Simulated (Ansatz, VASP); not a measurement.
**Se: VASP beside Ansatz**

Contents of INCAR:

```
ALGO     = Normal         # electronic algorithm
EDIFF    = 1E-6           # SCF threshold, eV
ENCUT    = 520            # plane-wave cutoff, eV
ISIF     = 2              # what is computed and relaxed
ISMEAR   = -1             # smearing method
LASPH    = T              # aspherical terms in the spheres
LCHARG   = F              # write CHGCAR
LREAL    = F              # projectors in reciprocal space
LWAVE    = F              # write WAVECAR
NBANDS   = 13             # bands
NELM     = 60             # most SCF steps
PREC     = Accurate       # precision mode
SIGMA    = 0.05           # smearing width, eV
```

KPOINTS

```
k-points
0
Gamma
  9 9 9
```

Contents of POSCAR:

```
Se
1.0
    0.0000000000      2.9719609764      2.9719609764
    2.9719609764      0.0000000000      2.9719609764
    2.9719609764      2.9719609764      0.0000000000
Se
2
Direct
   -0.2375000000     -0.0875000000     -0.0875000000
    0.2375000000      0.0875000000      0.0875000000
```

Input for Ansatz:

```yaml
crystal:
  lattice:
    - [0.0, 2.9719609764, 2.9719609764]
    - [2.9719609764, 0.0, 2.9719609764]
    - [2.9719609764, 2.9719609764, 0.0]
  atoms:
    - { symbol: Se, position: [-0.2375, -0.0875, -0.0875] }
    - { symbol: Se, position: [0.2375, 0.0875, 0.0875] }
kpoints:
  mp_grid: { grid: [9, 9, 9] }
scf:
  occupations: { method: fermi_dirac, width: 0.05 }
hamiltonian:
  xc: lda
  pseudopotentials: { kind: paw }
output:
  forces: true
  stress: true
  eigenvalues: true
  populations: true
```

Change from the starting cell: shortest bond scaled by 0.7, PAW files.

Alike in both runs: task single point; functional LDA; k mesh 9 × 9 × 9; occupations fermi-dirac, width 0.05 eV; no spin polarisation.

|  | VASP | Ansatz |
| --- | --- | --- |
| version | VASP 6.6.1 | Ansatz 0.2.0 |
| potentials or method | VASP PAW LDA potentials, release 64 (Se) | PAW with Ansatz's default frozen-core files, scalar-relativistic |
| plane-wave cutoff (eV) | 520 | 420 |
| valence electrons in the cell | 12 | 32 |

|  | VASP | Ansatz | Ansatz less VASP |
| --- | --- | --- | --- |
| pressure (GPa) | 39.3 | 37.5 | -1.79 |
| traceless stress, the component that is largest in VASP (GPa) | -35.86 | -34.19 | +1.677 |
| rms of the force components (eV/Å) | 11.125 | 10.606 | -0.5190 |

LDA's correlation is that of Perdew and Zunger in VASP and of Perdew and Wang (1992) in Ansatz. Atom by atom the forces differ by 0.519 eV/Å (rms over components). Both programs put the cell under a high pressure, so it lies far from rest at this level. VASP's potentials hold 12 valence electrons a cell and Ansatz's 32, so a difference there can come from the potentials and not from the codes.
